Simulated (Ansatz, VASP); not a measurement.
# Two plane-wave programs on BN

File POSCAR:

```
BN
1.0
    0.0000000000      3.5638688387      2.2085744028
    1.2761801381      0.0000000000      2.2085744028
    1.2761801381      3.5638688387      0.0000000000
N B
1 1
Direct
    0.6666513400      0.6666513400      0.3333486600
    0.0000486500      0.0000486500      0.9999513500
```

INCAR.step1

```
PREC = Accurate ; ENCUT = 520
ISMEAR = -1 ; SIGMA = 0.05
LREAL = False ; LASPH = True
NELM = 80 ; NBANDS = 11
GGA = PE ; ALGO = Normal
EDIFF = 1E-4 ; LWAVE = True
LCHARG = False
```

The input INCAR.step2:

```
PREC = Accurate ; ENCUT = 520
EDIFF = 1E-6 ; ISMEAR = -1
SIGMA = 0.05 ; LREAL = False
LASPH = True ; NELM = 80
ALGO = Normal ; ISIF = 2
LWAVE = False ; LCHARG = False
METAGGA = R2SCAN ; LMIXTAU = True
NBANDS = 11 ; ISTART = 1
```

Contents of KPOINTS:

```
Automatic mesh
0
Gamma
  13 13 13
```

File input.yaml:

```yaml
crystal:
  lattice:
    - [0.0, 3.5638688387, 2.2085744028]
    - [1.2761801381, 0.0, 2.2085744028]
    - [1.2761801381, 3.5638688387, 0.0]
  atoms:
    - { symbol: "N", position: [0.66665134, 0.66665134, 0.33334866] }
    - { symbol: B, position: [4.865e-05, 4.865e-05, 0.99995135] }
hamiltonian:
  xc: r2scan
  pseudopotentials: { kind: paw }
kpoints:
  mp_grid: { grid: [13, 13, 13] }
scf:
  occupations: { method: fermi_dirac, width: 0.05 }
output:
  forces: true
  stress: true
  eigenvalues: true
```

Alike in both runs: task single point; functional r2SCAN; k mesh 13 × 13 × 13; occupations fermi-dirac, width 0.05 eV; no spin polarisation.

|  | VASP | Ansatz |
| --- | --- | --- |
| version | VASP 6.6.1 | Ansatz 0.2.0 |
| potentials or method | VASP PAW PBE potentials, release 64 (N, B) | Ansatz PAW |
| plane-wave cutoff (eV) | 520 | 500 |
| valence electrons in the cell | 8 | 8 |

Ansatz gave:

| Item | Value |
| --- | --- |
| gap on the k mesh at the Fermi level (eV) | 4.34 |
| least direct gap on the mesh (eV) | 5.14 |
| pressure (GPa) | -12.9 |
| traceless stress, the component that is largest in VASP (GPa) | 12.49 |
| rms of the force components (eV/Å) | 0.003 |

Problem. Which values does VASP return?

Solution. gap on the k mesh at the Fermi level (eV): 4.37; least direct gap on the mesh (eV): 5.19; pressure (GPa): -12.5; traceless stress, the component that is largest in VASP (GPa): 11.92; rms of the force components (eV/Å): 0.003.

VASP's potentials were made for PBE, not for r2SCAN. Atom by atom the forces differ by 0.000 eV/Å (rms over components).

Noted on Ansatz's run: odd divisions of the mesh miss points on the zone boundary, where band edges often lie, so the gap on the mesh can be too wide.
